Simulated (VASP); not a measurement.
# Mg (P6/mmm) in VASP: notebook, part 2 of 2

VASP 6.6.1. Earlier steps stand in the parts before.

### Step 4. Single point, LDA, collinear spin, ferromagnetic start

Input file INCAR:

```
PREC     = Accurate       # precision mode
ENCUT    = 600            # plane-wave cutoff, eV
EDIFF    = 1E-6           # SCF threshold, eV
ISMEAR   = 1              # smearing method
SIGMA    = 0.1            # smearing width, eV
LREAL    = F              # projectors in reciprocal space
LASPH    = T              # aspherical terms in the spheres
NELM     = 200            # most SCF steps
ALGO     = Normal         # electronic algorithm
ISIF     = 2              # what is computed and relaxed
LWAVE    = F              # write WAVECAR
LCHARG   = F              # write CHGCAR
ISPIN    = 2              # spin polarisation
MAGMOM   = -5             # initial moments
LORBIT   = 11             # projections on sites
NELECT   = 2.1          
ISYM     = 0            
NBANDS   = 11             # bands
GGA_COMPAT= F
```

Input file KPOINTS:

```
Automatic mesh
0
Gamma
  3 3 2
  0.5 0.5 0
```

Input file POSCAR:

```
Mg
1.0
    3.0502998005      0.0000000000      0.0000000000
   -1.5251499003      2.6416371164      0.0000000000
    0.0000000000      0.0000000000      3.0448375700
Mg
1
Direct
    0.0000000000      0.0000000000      0.0000000000
```

Potentials or basis: VASP PAW LDA potentials, release 64 (Mg).

On the command line:

```console
cat potpaw_LDA.64/Mg/POTCAR > POTCAR
mpirun -np 1 vasp_std > vasp.out
```

OUTCAR:

```text
PREC = Accurate
   ENCUT = 600
   EDIFF = 1E-6
   ISMEAR = 1
   LREAL = F
   LASPH = T
   NELM = 200
   ISIF = 2
   ISPIN = 2
   LORBIT = 11
   NELECT = 2.1
   ISYM = 0

 ion  position               nearest neighbor table
   1  0.000  0.000  0.000-

IMPORTANT INFORMATION: All symmetrisations will be switched off!
NOSYMM: (Re-)initialisation of all symmetry stuff for point group C_1.

----------------------------------------------------------------------------------------

                                     Primitive cell

  volume of cell :      24.5346

  direct lattice vectors                    reciprocal lattice vectors
     3.050299800  0.000000000  0.000000000     0.327836628  0.189276565  0.000000000
    -1.525149900  2.641637116  0.000000000     0.000000000  0.378553130  0.000000000
     0.000000000  0.000000000  3.044837570     0.000000000  0.000000000  0.328424744

  length of vectors
     3.050299800  3.050299801  3.044837570     0.378553130  0.378553130  0.328424744

  position of ions in fractional coordinates (direct lattice)
     0.000000000  0.000000000  0.000000000

  ion indices of the primitive-cell ions
   primitive index   ion index
                 1           1

----------------------------------------------------------------------------------------

 KPOINTS: Automatic mesh

Automatic generation of k-mesh.
 Grid dimensions read from file:
 generate k-points for:    3    3    2

 Generating k-lattice:

  Cartesian coordinates                     Fractional coordinates (reciprocal lattice)
     0.109278876  0.063092188  0.000000000     0.333333333  0.000000000  0.000000000
     0.000000000  0.126184377  0.000000000     0.000000000  0.333333333  0.000000000
     0.000000000  0.000000000  0.164212372     0.000000000  0.000000000  0.500000000

  Length of vectors
     0.126184377  0.126184377  0.164212372

  Shift w.r.t. Gamma in fractional coordinates (k-lattice)
     0.500000000  0.500000000  0.000000000

 Subroutine IBZKPT returns following result:
 ===========================================

[... 96 lines left out ...]

 val. band max:        1.4308212717   @ k =  -0.3333   0.1667   0.5000
 cond. band min:       2.8265079188   @ k =   0.1667   0.5000   0.5000
 fundamental gap:      1.3956866471
 Fermi energy:         2.7948674496

 spin component 1

 k-point     1 :       0.1667    0.1667    0.0000
  band No.  band energies     occupation
      1      -2.7846      1.00000
      2       7.1273      0.00000
      3       7.4558      0.00000
      4      12.2249      0.00000
      5      12.9018      0.00000
      6      17.3060      0.00000
      7      18.0241      0.00000
      8      20.8665      0.00000
      9      21.5629      0.00000
     10      23.6348      0.00000
     11      24.0307      0.00000
[... 310 lines left out ...]
  band No.  band energies     occupation
      1       2.9886     -0.00974
      2       3.6394     -0.00000
      3       6.4500      0.00000
      4       7.0676      0.00000
      5      10.5673      0.00000
      6      10.6235      0.00000
      7      19.6293      0.00000
      8      20.9288      0.00000
      9      24.9749      0.00000
     10      27.7835      0.00000
     11      28.7999      0.00000

 [... further k-points ...]

 spin component 2

 k-point     1 :       0.1667    0.1667    0.0000
  band No.  band energies     occupation
      1      -2.9103      1.00000
      2       6.9868      0.00000
      3       7.3452      0.00000
      4      12.1082      0.00000
      5      12.7751      0.00000
      6      17.1846      0.00000
      7      17.9052      0.00000
      8      20.7651      0.00000
      9      21.4440      0.00000
     10      23.5217      0.00000
     11      23.9179      0.00000
[... 310 lines left out ...]
  band No.  band energies     occupation
      1       2.8265      0.24652
      2       3.5513     -0.00000
      3       6.2901      0.00000
      4       6.9766      0.00000
      5      10.4742      0.00000
      6      10.4871      0.00000
      7      19.4920      0.00000
      8      20.8372      0.00000
      9      24.8419      0.00000
     10      27.6939      0.00000
     11      28.6916      0.00000

 [... further k-points ...]
[... 5 lines left out ...]
  --------------------------------------------------------------------------------------
  -------------------------------------------------------------------------------------
  Total       -0.1551817     -0.1551817      1.6453634      0.0000000     -0.0000000     -0.0000000
  in kB      -10.1337745    -10.1337761    107.4465786      0.0000018     -0.0000002     -0.0000001
  external PRESSURE =      29.0596760 kB  Pullay stress =       0.0000000 kB

 VOLUME and BASIS-vectors are now :
 -----------------------------------------------------------------------------
  energy-cutoff  :      600.00
  volume of cell :       24.53
      direct lattice vectors                 reciprocal lattice vectors
     3.050299800  0.000000000  0.000000000     0.327836628  0.189276565  0.000000000
    -1.525149900  2.641637116  0.000000000     0.000000000  0.378553130  0.000000000
     0.000000000  0.000000000  3.044837570     0.000000000  0.000000000  0.328424744

 POSITION                                       TOTAL-FORCE (eV/Angst)
 -----------------------------------------------------------------------------------
      0.00000      0.00000      0.00000         0.000000      0.000000      0.000000
 -----------------------------------------------------------------------------------
    total drift:                                0.000000      0.000000      0.000000

  FREE ENERGIE OF THE ION-ELECTRON SYSTEM (eV)
  ---------------------------------------------------
  free  energy   TOTEN  =        -1.2197507743 eV

  energy  without entropy=       -1.2167838404  energy(sigma->0) =       -1.21876180

 total charge

# of ion       s       p       d       tot
------------------------------------------
    1        0.248   0.128   0.012   0.387

 magnetization (x)

# of ion       s       p       d       tot
------------------------------------------
    1       -0.010  -0.012  -0.002  -0.024
```

It took 10 s on 1 thread of AMD EPYC 7R13 (Zen 3), shared host; peak memory 0.11 GiB.

What came out:

```yaml
Free_energy: -1.2198 eV
Net_moment: -0.11 μB per cell
Site_moments: Mg -0.02 μB
Valence_electrons_inside_the_program's_atomic_spheres: Mg 0.39
```

Levels at points of the mesh, in eV from the Fermi level:
Spin up:
| k point | band 1 | band 2 | band 3 | band 4 | band 5 |
| --- | --- | --- | --- | --- | --- |
| (0.50, 0.50, 0.00) | -2.27 | -1.93 | 7.49 | 7.81 | 12.14 |
| (0.50, 0.00, 0.00) | -2.27 | -1.93 | 7.49 | 7.81 | 12.14 |
| (0.00, 0.50, 0.00) | -2.27 | -1.93 | 7.49 | 7.81 | 12.14 |
| (0.50, 0.50, 0.50) | 0.74 | 1.65 | 2.24 | 2.37 | 10.91 |
| (0.50, 0.00, 0.50) | 0.74 | 1.65 | 2.24 | 2.37 | 10.91 |
| (0.00, 0.50, 0.50) | 0.74 | 1.65 | 2.24 | 2.37 | 10.91 |
Spin down:
```
           k point  band 1  band 2  band 3  band 4  band 5
(0.50, 0.50, 0.00)   -2.41   -2.04    7.37    7.69   12.01
(0.50, 0.00, 0.00)   -2.41   -2.04    7.37    7.69   12.01
(0.00, 0.50, 0.00)   -2.41   -2.04    7.37    7.69   12.01
(0.50, 0.50, 0.50)    0.58    1.57    2.09    2.27   10.77
(0.50, 0.00, 0.50)    0.58    1.57    2.09    2.27   10.77
(0.00, 0.50, 0.50)    0.58    1.57    2.09    2.27   10.77
```

Caveat: the k points lie up to 1.03 Å⁻¹ apart; the cell carries a net charge on a neutralising background, which shifts energy and pressure; the cell is charged against a uniform background, so pressure and absolute levels hang on convention.

### Step 5. Single point, PBE

This run uses another cell than the first one, of 17.93 Å³/atom, 0.731 times its volume.

Input file INCAR:

```
PREC = Accurate
ENCUT = 600
EDIFF = 1E-6
ISMEAR = 0
SIGMA = 0.1
LREAL = False
LASPH = True
NELM = 120
ALGO = Normal
ISIF = 2
LWAVE = False
LCHARG = False
GGA = PE
NBANDS = 7
GGA_COMPAT = False
```

Input file KPOINTS:

```
Automatic mesh
0
Gamma
  9 9 8
```

Input file POSCAR:

```
Mg
1.0
    2.7477780629      0.0000000000      0.0000000000
   -1.3738890315      2.3796456064      0.0000000000
    0.0000000000      0.0000000000      2.7428575639
Mg
1
Direct
    0.0000000000      0.0000000000      0.0000000000
```

Potentials or basis: VASP PAW PBE potentials, release 64 (Mg).

On the command line:

```console
cat potpaw_PBE.64/Mg/POTCAR > POTCAR
mpirun -np 1 vasp_std > vasp.out
```

Wall time 5.5 s (1 thread of AMD EPYC 7R13 (Zen 3), shared host); peak memory 0.11 GiB.

Results (log left out):

```
Free energy            : -0.9338 eV
Pressure               : 19.6 GPa
Band gap on the k mesh : zero (band 1 reaches 7.86 eV, above the bottom of band 2 at 0.90 eV)
```

Stress tensor (GPa, compression positive):
```
22.88  0.00  0.00
 0.00 22.88  0.00
 0.00  0.00 12.93
```

Levels at points of the mesh, in eV from the Fermi level:
```
           k point  band 1  band 2  band 3  band 4  band 5
(0.00, 0.00, 0.00)   -8.28    8.92   10.75   14.45   14.45
(0.00, 0.00, 0.50)   -3.41   -3.39   17.19   17.19   18.95
```

### Step 6. Single point, PBEsol

Input file INCAR:

```
SYSTEM = Mg
PREC = Accurate ; ENCUT = 600
EDIFF = 1E-6 ; ISMEAR = 1
SIGMA = 0.02 ; LREAL = .FALSE.
LASPH = .TRUE. ; NELM = 120
ALGO = Normal ; ISIF = 2
LWAVE = .FALSE. ; LCHARG = .FALSE.
GGA = PS ; NELECT = 2.1
NBANDS = 7 ; GGA_COMPAT = .FALSE.
```

Input file KPOINTS:

```
Automatic mesh
0
G
  9 9 8
  0 0 0
```

Input file POSCAR:

```
Mg
1.0
    3.0502998005      0.0000000000      0.0000000000
   -1.5251499003      2.6416371164      0.0000000000
    0.0000000000      0.0000000000      3.0448375700
Mg
1
Direct
    0.0000000000      0.0000000000      0.0000000000
```

Potentials or basis: VASP PAW PBE potentials, release 64 (Mg).

On the command line:

```console
cat potpaw_PBE.64/Mg/POTCAR > POTCAR
mpirun -np 1 vasp_std > vasp.out
```

Wall time 5.5 s (1 thread of AMD EPYC 7R13 (Zen 3), shared host); peak memory 0.11 GiB.

Results (log left out):

```
Free energy : -1.2494 eV
```

Levels at points of the mesh, in eV from the Fermi level:
| k point | band 1 | band 2 | band 3 | band 4 | band 5 |
| --- | --- | --- | --- | --- | --- |
| (0.00, 0.00, 0.00) | -6.94 | 7.69 | 8.44 | 12.25 | 12.25 |
| (0.00, 0.00, 0.50) | -3.26 | -2.66 | 14.42 | 14.42 | 15.85 |

Caveat: the cell carries a net charge on a neutralising background, which shifts energy and pressure; the cell is charged against a uniform background, so pressure and absolute levels hang on convention; the PAW data sets were made with another functional, which shifts forces and pressure a little.

### Step 7. Overview

```tsv
spin	cell	k mesh	gap on the mesh (eV)	pressure (GPa)
collinear, ferromagnetic start	a = 3.050, b = 3.050, c = 3.045 Å, angles 90.0, 90.0, 120.0°, 1 atom	3 × 3 × 2	none	5.6
off	a = 3.050, b = 3.050, c = 3.045 Å, angles 90.0, 90.0, 120.0°, 1 atom	4 × 5 × 4, shifted	none	1.3
off	a = 2.748, b = 2.748, c = 2.743 Å, angles 90.0, 90.0, 120.0°, 1 atom	9 × 9 × 8	none	19.6
```

Alike in all rows: task single point; level PBE; potentials or basis VASP PAW PBE potentials, release 64 (Mg); cutoff (eV) 600; smearing gaussian 0.1 eV.

Caveats: some runs use coarse meshes.

Absolute energies hang on the potentials; compare differences alone.
